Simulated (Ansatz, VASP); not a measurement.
## MnS: VASP beside Ansatz

Contents of INCAR:

```
SYSTEM = MnS
ALGO = Normal
EDIFF = 1E-6
ENCUT = 500
GGA = PE
GGA_COMPAT = .False.
ISIF = 2
ISMEAR = -1
ISPIN = 2
LASPH = .True.
LCHARG = .True.
LELF = .True.
LMAXMIX = 4
LORBIT = 11
LREAL = .False.
LVHAR = .True.
LWAVE = .False.
MAGMOM = 4 0
NBANDS = 20
NELM = 200
PREC = Accurate
SIGMA = 0.05
```

The input KPOINTS:

```
k-points
0
Gamma
  5 5 5
  0 0 0
```

POSCAR

```
MnS
1.0
    0.0000000000      2.6045000000      2.6045000000
    2.6045000000      0.0000000000      2.6045000000
    2.6045000000      2.6045000000      0.0000000000
Mn S
1 1
Direct
    0.0000000000      0.0000000000      0.0000000000
    0.5000000000      0.5000000000      0.5000000000
```

Contents of input.yaml:

```yaml
crystal:
  lattice:
    - [0.0, 2.6045, 2.6045]
    - [2.6045, 0.0, 2.6045]
    - [2.6045, 2.6045, 0.0]
  atoms:
    - { symbol: Mn, position: [0.0, 0.0, 0.0], spin: 4.0 }
    - { symbol: S, position: [0.5, 0.5, 0.5] }
hamiltonian:
  xc: pbe
  pseudopotentials: { kind: paw }
magnetization:
  spin_polarized: true
kpoints:
  mp_grid: { grid: [5, 5, 5] }
scf:
  occupations: { method: fermi_dirac, width: 0.05 }
output:
  forces: true
  stress: true
  eigenvalues: true
```

Alike in both runs: task single point; functional PBE; k mesh 5 × 5 × 5; occupations fermi-dirac, width 0.05 eV; collinear spin.

```csv
,VASP,Ansatz
version,VASP 6.6.1,Ansatz 0.2.0
potentials or method,"VASP PAW PBE potentials, release 64 (Mn_pv, S)",Ansatz PAW
plane-wave cutoff (eV),500,420
valence electrons in the cell,19,21
```

```tsv
	VASP	Ansatz	Ansatz less VASP
gap on the k mesh at the Fermi level (eV)	none	none	-
pressure (GPa)	-4.3	-4.3	+0.04
net moment per atom (μB)	2.30	2.29	-0.001
size of the moment on the site where the two differ most (μB)	4.19	4.14	-0.047
```

Site moments also hang on the region over which each program counts them. A gap of «none» marks a metal or a gap that the smearing closes. VASP's potentials hold 19 valence electrons a cell and Ansatz's 21, so a difference there can come from the potentials and not from the codes.

The k mesh is coarse, so the values compare programs but aren't converged. Noted on Ansatz's run: the magnetic or orbital state may not be the lowest.
